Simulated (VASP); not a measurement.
Input of a VASP 6.6.1 run:

The input INCAR:

```
PREC = Accurate
ENCUT = 520
EDIFF = 1E-7
ISMEAR = 0
SIGMA = 0.15
LREAL = F
LASPH = T
NELM = 60
ALGO = Fast
ISIF = 2
LWAVE = F
LCHARG = F
GGA = PS
NBANDS = 18
```

File KPOINTS:

```
regular mesh
0
Gamma
  18 18 10
```

POSCAR

```
Ag
1.0
    2.8713981188      0.0000000000      0.0000000000
   -1.4356990594      2.5882018261      0.0000000000
    0.0000000000      0.0000000000      4.7900000000
Ag
2
Direct
    0.3333333333      0.6666666667      0.2500000000
    0.6666666667      0.3333333333      0.7500000000
```

Potentials or basis: VASP PAW PBE potentials, release 64 (Ag).

Command:

```bash
$ cat potpaw_PBE.64/Ag/POTCAR > POTCAR
$ mpirun -np 1 vasp_std > vasp.out
```

(1) Estimate the largest force.

(2) Predict the pressure.

Results:

(1) 0.036 eV/Å.

(2) -6.3 GPa.

Caveat: the cell differs from its parent crystal (strain -0.0200 x Voigt [1, -1, 0, 0, 0, 0]); the cell stands under tension; the PAW data sets were made with another functional, which shifts forces and pressure a little.
